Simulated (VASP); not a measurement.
# LiF (Fm-3m) in VASP: settings compared

LiF is run at these levels: PBE, HSE06; tasks: single point.

Everything below comes from runs of VASP 6.6.1. Logs are shortened: lines on timing, memory, paths and dates and some standing lists are left out, and cuts for length are marked.

## Step 1: The cell of the first run

The structure is cubic, space group Fm-3m (No. 225). The conventional cell has a = 3.990 Å, b = 3.990 Å, c = 3.990 Å, α = 90.00°, β = 90.00°, γ = 90.00°. Li (site symmetry m-3m) has 6 F at 1.99 Å within 2.6 Å. F (site symmetry m-3m) has 6 Li at 1.99 Å within 2.6 Å.

## Step 2: Single point, PBE

File INCAR:

```
ALGO = Normal
EDIFF = 1E-6
ENCUT = 520
GGA = PE
ISIF = 2
ISMEAR = 0
LASPH = T
LCHARG = T
LELF = T
LREAL = F
LVHAR = T
LWAVE = F
NBANDS = 12
NELM = 100
PREC = Accurate
SIGMA = 0.01
```

File KPOINTS:

```
k-points
0
Gamma
  8 8 8
```

File POSCAR:

```
LiF
1.0
    0.0000000000      1.9948717434      1.9948717434
    1.9948717434      0.0000000000      1.9948717434
    1.9948717434      1.9948717434      0.0000000000
Li F
1 1
Direct
    0.0000000000      0.0000000000      0.0000000000
    0.5000000000      0.5000000000      0.5000000000
```

Potentials or basis: VASP PAW PBE potentials, release 64 (Li_sv, F).

Command:

```sh
cat potpaw_PBE.64/Li_sv/POTCAR potpaw_PBE.64/F/POTCAR > POTCAR
mpirun -np 1 vasp_std > vasp.out
```

OUTCAR:

```text
EDIFF = 1E-6
   ENCUT = 520
   GGA = PE
   ISIF = 2
   ISMEAR = 0
   LASPH = T
   LREAL = F
   NELM = 100
   PREC = Accurate

 ion  position               nearest neighbor table
   1  0.000  0.000  0.000-   2 1.99   2 1.99   2 1.99   2 1.99   2 1.99   2 1.99
   2  0.500  0.500  0.500-   1 1.99   1 1.99   1 1.99   1 1.99   1 1.99   1 1.99

  LATTYP: Found a face centered cubic cell.
 ALAT       =     3.9897434868

  Lattice vectors:

 A1 = (   0.0000000000,   1.9948717434,   1.9948717434)
 A2 = (   1.9948717434,   0.0000000000,   1.9948717434)
 A3 = (   1.9948717434,   1.9948717434,   0.0000000000)

Analysis of symmetry for initial positions (statically):
=====================================================================
 Subroutine PRICEL returns:
 Original cell was already a primitive cell.

 Routine SETGRP: Setting up the symmetry group for a
 face centered cubic supercell.

 Subroutine GETGRP returns: Found 48 space group operations
 (whereof 48 operations were pure point group operations)
 out of a pool of 48 trial point group operations.

The static configuration has the point symmetry O_h .

Analysis of symmetry for dynamics (positions and initial velocities):
=====================================================================
 Subroutine PRICEL returns:
 Original cell was already a primitive cell.

 Routine SETGRP: Setting up the symmetry group for a
 face centered cubic supercell.

 Subroutine GETGRP returns: Found 48 space group operations
 (whereof 48 operations were pure point group operations)
 out of a pool of 48 trial point group operations.

The dynamic configuration has the point symmetry O_h .

 Subroutine INISYM returns: Found 48 space group operations
 (whereof 48 operations are pure point group operations),
 and found     1 'primitive' translations

----------------------------------------------------------------------------------------

                                     Primitive cell

  volume of cell :      15.8772

  direct lattice vectors                    reciprocal lattice vectors
     0.000000000  1.994871743  1.994871743    -0.250642680  0.250642680  0.250642680
     1.994871743  0.000000000  1.994871743     0.250642680 -0.250642680  0.250642680
     1.994871743  1.994871743  0.000000000     0.250642680  0.250642680 -0.250642680

  length of vectors
     2.821174675  2.821174675  2.821174675     0.434125856  0.434125856  0.434125856

  position of ions in fractional coordinates (direct lattice)
     0.000000000  0.000000000  0.000000000
[... 89 lines left out ...]
   NELECT =      10.0000    total number of electrons
   NUPDOWN=      -1.0000    fix difference up-down
   EMIN   =  10.00;   EMAX   =-10.00  energy-range for DOS
   EFERMI =   0.00;   METHOD = LEGACY
   ISMEAR =     0;   SIGMA  =   0.01  broadening in eV -4-tet -1-fermi 0-gaus
   EFERMI_NEDOS =   21; number of points for ismear=-14 and -15
   IALGO  =     38    algorithm
   IMIX   =      4    mixing-type and parameters
     AMIX     =   0.40;   BMIX     =  1.00
     AMIX_MAG =   1.60;   BMIX_MAG =  1.00
  volume/ion in A,a.u.               =       7.94        53.57
  Fermi-wavevector in a.u.,A,eV,Ry     =   1.403298  2.651848 26.793202  1.969245
  Thomas-Fermi vector in A             =   2.525974
   LORBIT       =      0    0 simple, 1 ext, 2 COOP (PROOUT), +10 PAW based schemes
   GGA     = PE    functional components
   LHFCALC =     F    Hartree Fock is set to
   AEXX    =    0.0000 exact exchange contribution
   IVDW    =     0    specifies the selected vdW correction
   LEPSILON=     F    determine dielectric tensor
   LRPA    =     F    only Hartree local field effects (RPA)
 non-spin polarized calculation
 Gauss-broadening in eV      SIGMA  =   0.01
  energy-cutoff  :      520.00
  volume of cell :       15.88
 maximum number of plane-waves:       444
 NGX is ok and might be reduce to    24
   NGX = 11   NGY = 11   NGZ = 11

 number of electron      10.0000000 magnetization

 number of electron       9.9999997 magnetization

 Free energy of the ion-electron system (eV)
  ---------------------------------------------------
  ext. energy  EPLUGINS =         0.00000000
  ---------------------------------------------------
  free energy    TOTEN  =        -9.62794750 eV

  energy without entropy =       -9.62794750  energy(sigma->0) =       -9.62794750

 E-fermi :  -0.6497     XC(G=0): -10.1228

 val. band max:       -0.8419884833   @ k =   0.0000   0.0000   0.0000
 cond. band min:       8.5098612180   @ k =   0.0000   0.0000   0.0000
 fundamental gap:      9.3518497013
 Fermi energy:        -0.6496536677

 k-point     1 :       0.0000    0.0000    0.0000
  band No.  band energies     occupation
      1     -41.7004      2.00000
      2     -20.8958      2.00000
      3      -0.8420      2.00000
      4      -0.8420      2.00000
      5      -0.8420      2.00000
      6       8.5099      0.00000
      7      23.5068      0.00000
      8      23.5068      0.00000
      9      23.5068      0.00000
     10      23.7657      0.00000
     11      23.7657      0.00000
     12      23.7657      0.00000
[... 331 lines left out ...]
 k-point    24 :      -0.3750    0.2500    0.1250
  band No.  band energies     occupation
      1     -41.6253      2.00000
      2     -20.3140      2.00000
      3      -3.2568      2.00000
      4      -2.1222      2.00000
      5      -1.3426      2.00000
      6      11.8647      0.00000
      7      15.1593      0.00000
      8      18.3800      0.00000
      9      18.6635      0.00000
     10      27.1852      0.00000
     11      28.3070      0.00000
     12      33.9524      0.00000

 [... further k-points ...]

------------------------ aborting loop because EDIFF is reached ----------------------------------------

  FORCE on cell =-STRESS in cart. coord.  units (eV):
  Direction    XX          YY          ZZ          XY          YZ          ZX
  --------------------------------------------------------------------------------------
  -------------------------------------------------------------------------------------
  Total        0.3913807      0.3913807      0.3913807      0.0000000      0.0000000     -0.0000000
  in kB       39.4943569     39.4943569     39.4943569      0.0000000      0.0000000     -0.0000000
  external PRESSURE =      39.4943569 kB  Pullay stress =       0.0000000 kB

 VOLUME and BASIS-vectors are now :
 -----------------------------------------------------------------------------
  energy-cutoff  :      520.00
  volume of cell :       15.88
      direct lattice vectors                 reciprocal lattice vectors
     0.000000000  1.994871743  1.994871743    -0.250642680  0.250642680  0.250642680
     1.994871743  0.000000000  1.994871743     0.250642680 -0.250642680  0.250642680
     1.994871743  1.994871743  0.000000000     0.250642680  0.250642680 -0.250642680

 POSITION                                       TOTAL-FORCE (eV/Angst)
 -----------------------------------------------------------------------------------
      0.00000      0.00000      0.00000         0.000000      0.000000     -0.000000
      1.99487      1.99487      1.99487        -0.000000     -0.000000      0.000000
 -----------------------------------------------------------------------------------
    total drift:                               -0.000000     -0.000000      0.000000

  FREE ENERGIE OF THE ION-ELECTRON SYSTEM (eV)
  ---------------------------------------------------
  free  energy   TOTEN  =        -9.6279475039 eV

  energy  without entropy=       -9.6279475039  energy(sigma->0) =       -9.62794750
```

stdout:

```text
POSCAR found type information on POSCAR LiF
 POSCAR found :  2 types and       2 ions
 scaLAPACK will be used
 LDA part: xc-table for (Slater+PW92), standard interpolation
 POSCAR, INCAR and KPOINTS ok, starting setup
 FFT: planning ... GRIDC
 FFT: planning ... GRID_SOFT
 FFT: planning ... GRID
 WAVECAR not read
 entering main loop
```

It took 5.5 s on 1 thread of Oxide Virtual Turin-like, shared host; peak memory 0.09 GiB.

What came out:

```yaml
Free_energy: -9.6279 eV
Band_gap_on_the_k_mesh: 9.35 eV
```

Caveat: the cutoff is under 1.25 times the usual one of these potentials, so pressure, stress and relaxed cells hold a basis-set (Pulay) error.

## Step 3: Single point, HSE06

POSCAR is that of step 2.

File INCAR.step1:

```
ALGO     = Normal         # electronic algorithm
EDIFF    = 1E-5           # SCF threshold, eV
ENCUT    = 520            # plane-wave cutoff, eV
GGA      = PE             # functional
ISIF     = 2              # what is computed and relaxed
ISMEAR   = 0              # smearing method
LASPH    = True           # aspherical terms in the spheres
LCHARG   = False          # write CHGCAR
LREAL    = False          # projectors in reciprocal space
LWAVE    = True           # write WAVECAR
NBANDS   = 12             # bands
NELM     = 100            # most SCF steps
PREC     = Accurate       # precision mode
SIGMA    = 0.01           # smearing width, eV
```

File INCAR.step2:

```
ALGO     = Normal         # electronic algorithm
EDIFF    = 1E-6           # SCF threshold, eV
ENCUT    = 520            # plane-wave cutoff, eV
GGA      = PE             # functional
HFSCREEN = 0.2079         # screening, 1/A
ISIF     = 2              # what is computed and relaxed
ISMEAR   = 0              # smearing method
ISTART   = 1            
LASPH    = True           # aspherical terms in the spheres
LCHARG   = False          # write CHGCAR
LHFCALC  = True           # exact exchange
LREAL    = False          # projectors in reciprocal space
LWAVE    = False          # write WAVECAR
NBANDS   = 12             # bands
NELM     = 100            # most SCF steps
PREC     = Accurate       # precision mode
PRECFOCK = Normal       
SIGMA    = 0.01           # smearing width, eV
```

File KPOINTS:

```
k-points
0
Gamma
  6 6 6
```

Potentials or basis: VASP PAW PBE potentials, release 64 (Li_sv, F).

Command:

```sh
cat potpaw_PBE.64/Li_sv/POTCAR potpaw_PBE.64/F/POTCAR > POTCAR
cp INCAR.step1 INCAR
mpirun -np 1 vasp_std > vasp.out
cp INCAR.step2 INCAR
mpirun -np 1 vasp_std > vasp.out
```

Run time: 3.3 min. Hardware: 1 thread of Oxide Virtual Turin-like, shared host; peak memory 0.2 GiB.

It converged, with:

```yaml
Free_energy: -11.3863 eV
Band_gap_on_the_k_mesh: 11.67 eV
```

Levels at points of the mesh, in eV from the valence-band top:
| k point | band 2 | band 3 | band 4 | band 5 | band 6 | band 7 | band 8 | band 9 |
| --- | --- | --- | --- | --- | --- | --- | --- | --- |
| (0.00, 0.00, 0.00) | -21.66 | 0.00 | 0.00 | 0.00 | 11.67 | 27.00 | 27.00 | 27.00 |
| (0.50, 0.00, 0.00) | -21.18 | -2.75 | -0.26 | -0.26 | 13.27 | 19.76 | 21.63 | 21.63 |
| (0.50, 0.50, 0.00) | -20.89 | -3.25 | -1.10 | -1.10 | 17.69 | 18.91 | 20.35 | 23.30 |

Caveat: the k points lie up to 0.45 Å⁻¹ apart; the cutoff is under 1.25 times the usual one of these potentials, so pressure, stress and relaxed cells hold a basis-set (Pulay) error; the PAW data sets were made with another functional, which shifts forces and pressure a little.
